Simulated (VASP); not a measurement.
A run of VASP 6.6.1 is set up as follows.

The input INCAR:

```
SYSTEM = Ta
PREC     = Accurate       ! precision mode
ENCUT    = 520            ! plane-wave cutoff, eV
EDIFF    = 1E-8           ! SCF threshold, eV
ISMEAR   = -1             ! smearing method
SIGMA    = 0.08           ! smearing width, eV
LREAL    = .FALSE.        ! projectors in reciprocal space
LASPH    = .TRUE.         ! aspherical terms in the spheres
NELM     = 60             ! most SCF steps
ALGO     = Normal         ! electronic algorithm
ISIF     = 2              ! what is computed and relaxed
LWAVE    = .FALSE.        ! write WAVECAR
LCHARG   = .FALSE.        ! write CHGCAR
GGA      = PE             ! functional
LEFG     = .TRUE.       
NBANDS   = 12             ! bands
```

KPOINTS

```
regular mesh
0
G
  17 17 17
  0 0 0
```

Contents of POSCAR:

```
Ta
1.0
   -1.6289626696      1.6289626696      1.6289626696
    1.6289626696     -1.6289626696      1.6289626696
    1.6289626696      1.6289626696     -1.6289626696
Ta
1
Direct
    0.0000000000      0.0000000000      0.0000000000
```

Potentials or basis: VASP PAW PBE potentials, release 64 (Ta_pv).

The run is started by

```console
$ cat potpaw_PBE.64/Ta_pv/POTCAR > POTCAR
$ mpirun -np 1 vasp_std > vasp.out
```

Problem. What does it give for the pressure?

Solution. 12.5 GPa.

Caveat: without QUAD_EFG the Cq values of the log hold for a quadrupole moment of 1 mb, not for the nuclei.
